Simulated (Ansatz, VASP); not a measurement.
Ag: VASP beside Ansatz

The input INCAR:

```
PREC = Accurate
ENCUT = 600
EDIFF = 1E-7
ISMEAR = 0
SIGMA = 0.1
LREAL = False
LASPH = True
NELM = 60
ALGO = Fast
ISIF = 3
LWAVE = False
LCHARG = False
GGA = PE
IBRION = 2
NSW = 90
EDIFFG = -0.04
```

Contents of KPOINTS:

```
Automatic mesh
0
Gamma
  4 4 4
```

Contents of POSCAR:

```
Ag
1.0
    5.2022289223      0.0000000000      0.0000000000
    0.0000000000      5.2022289223      0.0000000000
    0.0000000000      0.0000000000      5.2022289223
Ag
8
Direct
    0.5000000000      0.5000000000      0.5000000000
    0.0000000000      0.0000000000      0.0000000000
    0.2500000000      0.0000000000      0.5000000000
    0.5000000000      0.2500000000      0.0000000000
    0.5000000000      0.7500000000      0.0000000000
    0.7500000000      0.0000000000      0.5000000000
    0.0000000000      0.5000000000      0.7500000000
    0.0000000000      0.5000000000      0.2500000000
```

Input for Ansatz:

```yaml
crystal:
  lattice:
    - [5.2022289223, 0.0, 0.0]
    - [0.0, 5.2022289223, 0.0]
    - [0.0, 0.0, 5.2022289223]
  atoms:
    - { symbol: Ag, position: [0.5, 0.5, 0.5] }
    - { symbol: Ag, position: [0.0, 0.0, 0.0] }
    - { symbol: Ag, position: [0.25, 0.0, 0.5] }
    - { symbol: Ag, position: [0.5, 0.25, 0.0] }
    - { symbol: Ag, position: [0.5, 0.75, 0.0] }
    - { symbol: Ag, position: [0.75, 0.0, 0.5] }
    - { symbol: Ag, position: [0.0, 0.5, 0.75] }
    - { symbol: Ag, position: [0.0, 0.5, 0.25] }
basis:
  ecutwfc: 420
kpoints:
  mp_grid: { grid: [4, 4, 4] }
hamiltonian:
  xc: pbe
scf:
  occupations: { method: gaussian, width: 0.1 }
  lower_state_search: "off"
output:
  forces: true
  stress: true
  eigenvalues: true
relax:
  adjacent_minimum: "off"
  f_tol: 0.04
  max_steps: 70
  cell: { stress_tol: 0.4 }
```

Alike in both runs: task relaxation of cell and atoms; functional PBE; k mesh 4 × 4 × 4; occupations gaussian, width 0.1 eV; no spin polarisation.

|  | VASP | Ansatz |
| --- | --- | --- |
| version | VASP 6.6.1 | Ansatz 0.2.0 |
| potentials or method | VASP PAW PBE potentials, release 64 (Ag), cutoff 600 eV | scalar-relativistic, plane waves, PAW |
| valence electrons in the cell | 88 | 152 |

|  | VASP | Ansatz | Ansatz less VASP |
| --- | --- | --- | --- |
| gap on the k mesh at the Fermi level, each at its own relaxed structure (eV) | none | none | - |
| relaxed volume (Å³/atom) | 18.38 | 18.50 | +0.120 |
| relaxed length of the cell vector where the two differ most in proportion (Å) | 5.278 | 5.289 | +0.0115 |

A gap of «none» marks a metal or a gap that the smearing closes. VASP's potentials hold 88 valence electrons a cell and Ansatz's 152, so a difference there can come from the potentials and not from the codes.
